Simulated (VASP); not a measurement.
Write the native input for VASP 6.6.1 that does the following.

| Quantity | Value |
| --- | --- |
| Task | single point |
| Functional | PBEsol |
| Potentials or basis | VASP PAW PBE potentials, release 64 (Te, Pb_d) |
| Cutoff | 520 eV |
| k mesh | 6 × 6 × 6 |
| Occupations | methfessel-paxton, width 0.5 eV |
| Spin | no spin polarisation |
| Dipole correction | no |
| Further INCAR settings | ALGO = Normal; EDIFF = 1e-07; NBANDS = 17 |

The structure of TePb lies in POSCAR:

```
TePb
1.0
    0.0000000000      3.2678555508      3.2678555508
    3.2678555508      0.0000000000      3.2678555508
    3.2678555508      3.2678555508      0.0000000000
Te Pb
1 1
Direct
    0.5000000000      0.5000000000      0.5000000000
    0.0000000000      0.0000000000      0.0000000000
```

These files were run (other wordings do the same):

INCAR

```
SYSTEM = TePb
ALGO = Normal
EDIFF = 1E-7
ENCUT = 520
GGA = PS
ISIF = 2
ISMEAR = 1
LASPH = .TRUE.
LCHARG = .FALSE.
LREAL = .FALSE.
LWAVE = .FALSE.
NBANDS = 17
NELM = 80
PREC = Accurate
SIGMA = 0.5
```

KPOINTS

```
k-points
0
G
  6 6 6
  0 0 0
```

Potentials or basis: VASP PAW PBE potentials, release 64 (Te, Pb_d).

Run with:

```bash
$ cat potpaw_PBE.64/Te/POTCAR potpaw_PBE.64/Pb_d/POTCAR > POTCAR
$ mpirun -np 1 vasp_std > vasp.out
```

It gave:

| Property | Result |
| --- | --- |
| Pressure | -1.9 GPa |
| Band gap on the k mesh | 0.74 eV, direct |

Caveat: the PAW data sets were made with another functional, which shifts forces and pressure a little; spin-orbit coupling is left out, which moves the levels of the heavy elements.

It took 42 s on 1 thread of Intel Xeon 8259CL, on a shared host, peak memory 0.2 GiB.
